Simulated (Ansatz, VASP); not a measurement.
## Sr: VASP beside Ansatz

Contents of POSCAR:

```
Sr
1.0
    0.0000000000      3.0498744056      3.0498744056
    3.0498744056      0.0000000000      3.0498744056
    3.0498744056      3.0498744056      0.0000000000
Sr
1
Direct
    0.0000000000      0.0000000000      0.0000000000
```

Contents of INCAR.step1:

```
SYSTEM = Sr
PREC = Accurate ; ENCUT = 520
ISMEAR = 0 ; SIGMA = 0.1
LREAL = .FALSE. ; LASPH = .TRUE.
NELM = 80 ; NBANDS = 11
GGA = PE ; ALGO = Normal
EDIFF = 1E-4 ; LWAVE = .TRUE.
LCHARG = .FALSE.
```

File INCAR.step2:

```
SYSTEM = Sr
PREC = Accurate ; ENCUT = 520
EDIFF = 1E-7 ; ISMEAR = 0
SIGMA = 0.1 ; LREAL = .FALSE.
LASPH = .TRUE. ; NELM = 80
ALGO = Normal ; ISIF = 2
LWAVE = .FALSE. ; LCHARG = .FALSE.
METAGGA = R2SCAN ; LMIXTAU = .TRUE.
NBANDS = 11 ; ISTART = 1
```

File KPOINTS:

```
Automatic mesh
0
G
  12 12 12
  0 0 0
```

Input for Ansatz:

```yaml
crystal:
  lattice:
    - [0.0, 3.0498744056, 3.0498744056]
    - [3.0498744056, 0.0, 3.0498744056]
    - [3.0498744056, 3.0498744056, 0.0]
  atoms:
    - { symbol: Sr, position: [0.0, 0.0, 0.0] }
basis:
  ecutwfc: 500
kpoints:
  mp_grid: { grid: [12, 12, 12] }
  band_path:
    path:
      - [[0.0, 0.0, 0.0], [0.5, 0.0, 0.5], [0.625, 0.25, 0.625]]
      - [[0.375, 0.375, 0.75], [0.0, 0.0, 0.0], [0.5, 0.5, 0.5], [0.5, 0.25, 0.75], [0.5, 0.0, 0.5]]
    npoints: 14
hamiltonian:
  xc: r2scan
scf:
  occupations: { method: gaussian, width: 0.1 }
  n_extra_bands: 6
output:
  forces: true
  stress: true
  eigenvalues: true
  populations: true
  dos: { projected: true, de: 0.02, nscf_kmesh: { grid: [18, 18, 18] } }
  bader: true
  write_density: true
  write_potential: true
  elf: true
  volumetric_format: npy
```

Alike in both runs: task single point; functional r2SCAN; k mesh 12 × 12 × 12; occupations gaussian, width 0.1 eV; no spin polarisation.

|  | VASP | Ansatz |
| --- | --- | --- |
| version | VASP 6.6.1 | Ansatz 0.2.0 |
| potentials or method | VASP PAW PBE potentials, release 64 (Sr_sv), cutoff 520 eV | scalar-relativistic, plane waves, PAW |
| valence electrons in the cell | 10 | 10 |

|  | VASP | Ansatz | Ansatz less VASP |
| --- | --- | --- | --- |
| gap on the k mesh at the Fermi level (eV) | none | none | - |
| pressure (GPa) | 0.0 | 0.0 | -0.01 |

VASP's potentials were made for PBE, not for r2SCAN. A gap of «none» marks a metal or a gap that the smearing closes.
